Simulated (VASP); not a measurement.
# NaS3 (P6/mmm) in VASP: a series of runs

The runs below take NaS3 through single point, relaxation of cell and atoms, with PBE.

All numbers are computed with VASP 6.6.1; they aren't measurements. Logs are shortened: lines on timing, memory, paths and dates and some standing lists are left out, and cuts for length are marked.

## 1. The cell of the first run

The structure is hexagonal, space group P6/mmm (No. 191). The conventional cell has a = 4.921 Å, b = 4.921 Å, c = 4.730 Å, α = 90.00°, β = 90.00°, γ = 120.00°. Na (site symmetry 6/mmm) has 6 S at 2.46 Å within 3.2 Å. S (site symmetry mmm) has 4 S at 2.46 Å and 2 Na at 2.46 Å within 3.2 Å.

The cell was generated, and may not be a known phase.

## 2. Single point, PBE

INCAR reads:

```
ALGO     = Normal         # electronic algorithm
EDIFF    = 1E-6           # SCF threshold, eV
ENCUT    = 520            # plane-wave cutoff, eV
GGA      = PE             # functional
ISIF     = 2              # what is computed and relaxed
ISMEAR   = 0              # smearing method
LASPH    = T              # aspherical terms in the spheres
LCHARG   = F              # write CHGCAR
LREAL    = F              # projectors in reciprocal space
LWAVE    = F              # write WAVECAR
NBANDS   = 20             # bands
NELM     = 100            # most SCF steps
PREC     = Accurate       # precision mode
SIGMA    = 0.1            # smearing width, eV
```

KPOINTS reads:

```
k-points
0
Gamma
  6 6 4
```

POSCAR reads:

```
NaS3
1.0
    4.9209258700      0.0000000000      0.0000000000
   -2.4604629300      4.2616468100      0.0000000000
    0.0000000000      0.0000000000      4.7299989200
Na S
1 3
Direct
    0.0000000000      0.0000000000      0.5000000000
    0.5000000000      0.0000000000      0.5000000000
    0.0000000000      0.5000000000      0.5000000000
    0.5000000000      0.5000000000      0.5000000000
```

Potentials or basis: VASP PAW PBE potentials, release 64 (Na_pv, S).

Launch:

```sh
cat potpaw_PBE.64/Na_pv/POTCAR potpaw_PBE.64/S/POTCAR > POTCAR
mpirun -np 1 vasp_std > vasp.out
```

OUTCAR:

```text
EDIFF = 1E-6
   ENCUT = 520
   GGA = PE
   ISIF = 2
   ISMEAR = 0
   LASPH = T
   LREAL = F
   NELM = 100
   PREC = Accurate

 ion  position               nearest neighbor table
   1  0.000  0.000  0.500-   3 2.46   3 2.46   4 2.46   4 2.46   2 2.46   2 2.46
   2  0.500  0.000  0.500-   4 2.46   4 2.46   3 2.46   3 2.46   1 2.46   1 2.46
   3  0.000  0.500  0.500-   1 2.46   1 2.46   2 2.46   2 2.46   4 2.46   4 2.46
   4  0.500  0.500  0.500-   2 2.46   2 2.46   1 2.46   1 2.46   3 2.46   3 2.46

  LATTYP: Found a hexagonal cell.
 ALAT       =     4.9209258700
 C/A-ratio  =     0.9612010107

  Lattice vectors:

 A1 = (   4.9209258700,   0.0000000000,   0.0000000000)
 A2 = (  -2.4604629300,   4.2616468100,   0.0000000000)
 A3 = (   0.0000000000,   0.0000000000,   4.7299989200)

Analysis of symmetry for initial positions (statically):
=====================================================================
 Subroutine PRICEL returns:
 Original cell was already a primitive cell.

 Routine SETGRP: Setting up the symmetry group for a
 hexagonal supercell.

 Subroutine GETGRP returns: Found 24 space group operations
 (whereof 24 operations were pure point group operations)
 out of a pool of 24 trial point group operations.

The static configuration has the point symmetry D_6h.

Analysis of symmetry for dynamics (positions and initial velocities):
=====================================================================
 Subroutine PRICEL returns:
 Original cell was already a primitive cell.

 Routine SETGRP: Setting up the symmetry group for a
 hexagonal supercell.

 Subroutine GETGRP returns: Found 24 space group operations
 (whereof 24 operations were pure point group operations)
 out of a pool of 24 trial point group operations.

The dynamic configuration has the point symmetry D_6h.

 Subroutine INISYM returns: Found 24 space group operations
 (whereof 24 operations are pure point group operations),
 and found     1 'primitive' translations

----------------------------------------------------------------------------------------

                                     Primitive cell
[... 84 lines left out ...]
   ICHARG =      2    charge: 1-file 2-atom 10-const
   ISPIN  =      1    spin polarized calculation?
   LNONCOLLINEAR =      F non collinear calculations
   LSORBIT =      F    spin-orbit coupling
   LASPH  =      T    aspherical Exc in radial PAW
   ENCUT  =  520.0 eV  38.22 Ry    6.18 a.u.   9.15  9.15  8.79*2*pi/ulx,y,z
   NELM   =    100;   NELMIN=  2; NELMDL= -5     # of ELM steps
   EDIFF  = 0.1E-05   stopping-criterion for ELM
   LREAL  =      F    real-space projection
   EDIFFG = 0.1E-04   stopping-criterion for IOM
   NSW    =      0    number of steps for IOM
   IBRION =     -1    ionic relax: 0-MD 1-quasi-New 2-CG
   NFREE  =      0    steps in history (QN), initial steepest desc. (CG)
   ISIF   =      2    stress and relaxation
   ISYM   =      2    0-nonsym 1-usesym 2-fastsym
   POTIM  = 0.5000    time-step for ionic-motion
   TEBEG  =    0.0;   TEEND  =   0.0 temperature during run
   PSTRESS=    0.0 pullay stress
   NELECT =      25.0000    total number of electrons
   NUPDOWN=      -1.0000    fix difference up-down
   EMIN   =  10.00;   EMAX   =-10.00  energy-range for DOS
   EFERMI =   0.00;   METHOD = LEGACY
   ISMEAR =     0;   SIGMA  =   0.10  broadening in eV -4-tet -1-fermi 0-gaus
   EFERMI_NEDOS =   21; number of points for ismear=-14 and -15
   IALGO  =     38    algorithm
   IMIX   =      4    mixing-type and parameters
     AMIX     =   0.40;   BMIX     =  1.00
     AMIX_MAG =   1.60;   BMIX_MAG =  1.00
  volume/ion in A,a.u.               =      24.80       167.35
  Fermi-wavevector in a.u.,A,eV,Ry     =   1.034093  1.954153 14.549376  1.069349
  Thomas-Fermi vector in A             =   2.168372
   LORBIT       =      0    0 simple, 1 ext, 2 COOP (PROOUT), +10 PAW based schemes
   GGA     = PE    functional components
   LHFCALC =     F    Hartree Fock is set to
   AEXX    =    0.0000 exact exchange contribution
   IVDW    =     0    specifies the selected vdW correction
   LEPSILON=     F    determine dielectric tensor
   LRPA    =     F    only Hartree local field effects (RPA)
 non-spin polarized calculation
 Gauss-broadening in eV      SIGMA  =   0.10
  energy-cutoff  :      520.00
  volume of cell :       99.19
 maximum number of plane-waves:      2702
 NGX is ok and might be reduce to    40
   NGX = 19   NGY = 19   NGZ = 17

 number of electron      25.0000013 magnetization

 Free energy of the ion-electron system (eV)
  ---------------------------------------------------
  ext. energy  EPLUGINS =         0.00000000
  ---------------------------------------------------
  free energy    TOTEN  =       -12.21965001 eV

  energy without entropy =      -12.21206748  energy(sigma->0) =      -12.21585874

 E-fermi :   1.8359     XC(G=0):  -7.7407

 val. band max:        1.8322493896   @ k =   0.0000   0.0000   0.0000
 cond. band min:       1.9167106776   @ k =   0.3333  -0.0000   0.0000
 fundamental gap:      0.0844612880
 Fermi energy:         1.8358604561

 k-point     1 :       0.0000    0.0000    0.0000
  band No.  band energies     occupation
      1     -21.7398      2.00000
      2     -21.7398      2.00000
      3     -21.6173      2.00000
      4     -13.9323      2.00000
      5      -8.8591      2.00000
      6      -8.8591      2.00000
[... 472 lines left out ...]
     19      11.1157      0.00000
     20      11.1163      0.00000

------------------------ aborting loop because EDIFF is reached ----------------------------------------

  FORCE on cell =-STRESS in cart. coord.  units (eV):
  Direction    XX          YY          ZZ          XY          YZ          ZX
  --------------------------------------------------------------------------------------
  -------------------------------------------------------------------------------------
  Total        7.1071062      7.1071062      0.1069687      0.0000000      0.0000000     -0.0000000
  in kB      114.7937043    114.7937041      1.7277538      0.0000001      0.0000000     -0.0000000
  external PRESSURE =      77.1050540 kB  Pullay stress =       0.0000000 kB

 VOLUME and BASIS-vectors are now :
 -----------------------------------------------------------------------------
  energy-cutoff  :      520.00
  volume of cell :       99.19
      direct lattice vectors                 reciprocal lattice vectors
     4.920925870  0.000000000  0.000000000     0.203213791  0.117325537  0.000000000
    -2.460462930  4.261646810  0.000000000     0.000000000  0.234651074  0.000000000
     0.000000000  0.000000000  4.729998920     0.000000000  0.000000000  0.211416539

 POSITION                                       TOTAL-FORCE (eV/Angst)
 -----------------------------------------------------------------------------------
      0.00000      0.00000      2.36500         0.000000      0.000000      0.000000
      2.46046      0.00000      2.36500        -0.000000      0.000000      0.000000
     -1.23023      2.13082      2.36500         0.000000      0.000000      0.000000
      1.23023      2.13082      2.36500         0.000000      0.000000      0.000000
 -----------------------------------------------------------------------------------
    total drift:                               -0.000000      0.000000     -0.000000

  FREE ENERGIE OF THE ION-ELECTRON SYSTEM (eV)
  ---------------------------------------------------
  free  energy   TOTEN  =       -12.2196500115 eV

  energy  without entropy=      -12.2120674771  energy(sigma->0) =      -12.21585874
```

Wall time 26 s (1 thread of Intel Xeon Platinum 8488C (Sapphire Rapids), shared host); peak memory 0.22 GiB.

What came out:

```
Free energy            : -12.2197 eV
Pressure               : 7.7 GPa
Band gap on the k mesh : zero (an odd number of electrons rules out a gap without spin polarisation)
```

Caveat: the stress differs along the axes, from 0 to 11 GPa; an odd number of electrons without spin polarisation forces a metal; a magnetic or distorted state may lie lower.

## 3. Single point, PBE

This run uses another cell than the first one, of 28.44 Å³/atom.

INCAR reads:

```
SYSTEM = NaS3
  PREC = Accurate
  ENCUT = 520
  EDIFF = 1E-6
  ISMEAR = 0
  SIGMA = 0.1
  LREAL = .False.
  LASPH = .True.
  NELM = 80
  ALGO = Normal
  ISIF = 2
  LWAVE = .False.
  LCHARG = .False.
  GGA = PE
  NBANDS = 20
```

KPOINTS reads:

```
regular mesh
0
Gamma
  6 6 4
  0 0 0
```

POSCAR reads:

```
NaS3
1.0
    5.2160514879     -0.0000000031      0.0000000000
   -2.6080257413      4.5172330975      0.0000000000
    0.0000000000      0.0000000000      4.8280456918
Na S
1 3
Direct
    0.0000000000      0.0000000000      0.5000000000
    0.5000000000      0.0000000000      0.5000000000
    0.0000000000      0.5000000000      0.5000000000
    0.5000000000      0.5000000000      0.5000000000
```

Potentials or basis: VASP PAW PBE potentials, release 64 (Na_pv, S).

Launch:

```sh
cat potpaw_PBE.64/Na_pv/POTCAR potpaw_PBE.64/S/POTCAR > POTCAR
mpirun -np 1 vasp_std > vasp.out
```

Wall time 29 s (1 thread of Intel Xeon Platinum 8488C (Sapphire Rapids), shared host); peak memory 0.23 GiB.

It converged, with:

- Free energy: -12.6064 eV
- Pressure: 0.0 GPa
- Band gap on the k mesh: zero (an odd number of electrons rules out a gap without spin polarisation)

Stress tensor (GPa, compression positive):
```
-0.07  0.00  0.00
 0.00 -0.07  0.00
 0.00  0.00  0.03
```

Levels at points of the mesh, in eV from the Fermi level:
```csv
k point,band 8,band 9,band 10,band 11,band 12,band 13,band 14,band 15,band 16,band 17
"(0.00, 0.00, 0.00)",-4.30,-4.30,-2.98,0.06,0.06,2.20,3.18,3.74,3.74,5.32
"(0.50, 0.00, 0.00)",-2.19,-1.71,-1.70,-1.64,-1.41,-1.34,-0.07,3.36,5.36,5.77
"(0.00, 0.00, 0.50)",-4.27,-4.27,-3.44,-0.16,-0.16,2.21,3.75,3.75,4.40,6.33
"(0.50, 0.00, 0.50)",-2.58,-1.72,-1.67,-1.67,-1.62,-1.40,-0.32,3.36,5.19,8.04
```

Caveat: an odd number of electrons without spin polarisation forces a metal; a magnetic or distorted state may lie lower.

## 4. Relaxation of cell and atoms, PBE

INCAR reads:

```
PREC = Accurate
ENCUT = 600
EDIFF = 1E-6
ISMEAR = 0
SIGMA = 0.1
LREAL = False
LASPH = True
NELM = 60
ALGO = Normal
ISIF = 3
LWAVE = False
LCHARG = False
GGA = PE
IBRION = 2
NSW = 90
EDIFFG = -0.04
```

KPOINTS reads:

```
Automatic mesh
0
Gamma
  6 6 4
```

POSCAR reads:

```
NaS3
1.0
    4.9209258700      0.0000000000      0.0000000000
   -2.4604629300      4.2616468100      0.0000000000
    0.0000000000      0.0000000000      4.7299989200
Na S
1 3
Direct
    0.0000000000      0.0000000000      0.5000000000
    0.5000000000      0.0000000000      0.5000000000
    0.0000000000      0.5000000000      0.5000000000
    0.5000000000      0.5000000000      0.5000000000
```

Launch:

```sh
cat potpaw_PBE.64/Na_pv/POTCAR potpaw_PBE.64/S/POTCAR > POTCAR
mpirun -np 1 vasp_std > vasp.out
```

It took 59 s on 1 thread of Intel Xeon Platinum 8488C (Sapphire Rapids), shared host; peak memory 0.24 GiB.

Results (log left out):

| Property | Result |
| --- | --- |
| Free energy | -12.6047 eV |
| Relaxed volume | 27.86 Å³/atom |
| Relaxed cell | a = 5.213 Å, b = 5.213 Å, c = 4.735 Å, α = 90.00°, β = 90.00°, γ = 120.00° |
| Space group after relaxing (to 0.1 Å) | P6/mmm (No. 191) |
| Energy gained by relaxing | 96.1 meV/atom |
| Ionic steps | 3 |
| Pressure after relaxing | 0.0 GPa |
| Band gap on the k mesh | zero (an odd number of electrons rules out a gap without spin polarisation) |

The path:
```
step  energy change (eV)  largest force (eV/Å)  pressure (GPa)  volume (Å³)
   1              0.0000                0.0000            7.73        99.19
   2             -0.3314                0.0000           -1.94       117.13
   3             -0.3845                0.0000            0.04       111.44
```

Final structure:
```xyz
4
Lattice="5.2132 0.0000 0.0000 -2.6066 4.5147 0.0000 0.0000 0.0000 4.7348" Properties=species:S:1:pos:R:3 pbc="T T T"
Na    0.0000    0.0000    2.3674
S     0.0000    4.5147    2.3674
S    -1.3033    2.2574    2.3674
S     1.3033    2.2574    2.3674
```

Levels at points of the mesh, in eV from the Fermi level:
```tsv
k point	band 10	band 11	band 12	band 13	band 14	band 15
(0.00, 0.00, 0.00)	-2.96	0.07	0.07	2.20	3.16	3.74
(0.50, 0.00, 0.00)	-1.71	-1.65	-1.42	-1.32	-0.06	3.36
(0.00, 0.00, 0.50)	-3.49	-0.19	-0.19	2.21	3.75	3.75
(0.50, 0.00, 0.50)	-1.68	-1.68	-1.63	-1.41	-0.35	3.37
```

Caveat: an odd number of electrons without spin polarisation forces a metal; a magnetic or distorted state may lie lower.

## 5. Overview

| task | cell | cutoff (eV) | gap on the mesh (eV) | pressure (GPa) |
| --- | --- | --- | --- | --- |
| single point | a = 4.921, b = 4.921, c = 4.730 Å, angles 90.0, 90.0, 120.0°, 4 atoms | 520 | none | 7.7 |
| single point | a = 5.216, b = 5.216, c = 4.828 Å, angles 90.0, 90.0, 120.0°, 4 atoms | 520 | none | 0.0 |
| relaxation of cell and atoms | relaxed from a = 4.921, b = 4.921, c = 4.730 Å, angles 90.0, 90.0, 120.0°, 4 atoms | 600 | none | 0.0 |

Alike in all rows: level PBE; potentials or basis VASP PAW PBE potentials, release 64 (Na_pv, S); no spin polarisation; k mesh 6 × 6 × 4; smearing gaussian 0.1 eV.

Caveats: an odd number of electrons without spin polarisation forces a metal; a magnetic or distorted state may lie lower; the stress differs along the axes, from 0 to 11 GPa (at least some runs).

Total energies depend on the potentials used, so only differences within one code and one set of settings carry meaning.

The gap in the log of VASP goes by the Fermi energy; the results here count the filled bands.